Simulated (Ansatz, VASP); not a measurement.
## Al3B2As in VASP and in Ansatz

```xyz
6
Lattice="4.9038 0.0000 0.0000 -2.4519 4.2469 0.0000 0.0000 0.0000 7.5899" Properties=species:S:1:pos:R:3 pbc="T T T"
Al    0.0000    2.8312    3.7950
Al    2.4519    1.4156    3.7950
Al    0.0000    0.0000    0.0000
B     0.0000    0.0000    5.6442
B     0.0000    0.0000    1.9457
As    0.0000    0.0000    3.7950
```

Alike in both runs: functional PBE; k mesh 12 × 12 × 6; occupations gaussian, width 0.1 eV; no spin polarisation.

Ansatz relaxed the structure, and its values are those at the end. VASP's run is a single point on that final structure, the one shown.

|  | VASP | Ansatz |
| --- | --- | --- |
| version | VASP 6.6.1 | Ansatz 0.2.0 |
| potentials or method | VASP PAW PBE potentials, release 64 (Al, B, As), cutoff 520 eV | scalar-relativistic, plane waves, PAW |
| valence electrons in the cell | 20 | 30 |

|  | VASP | Ansatz | Ansatz less VASP |
| --- | --- | --- | --- |
| gap on the k mesh at the Fermi level (eV) | none | none | - |
| pressure (GPa) | 0.2 | 0.0 | -0.14 |
| rms of the force components (eV/Å) | 0.040 | 0.000 | -0.0396 |

A gap of «none» marks a metal or a gap that the smearing closes. VASP's potentials hold 20 valence electrons a cell and Ansatz's 30, so a difference there can come from the potentials and not from the codes.
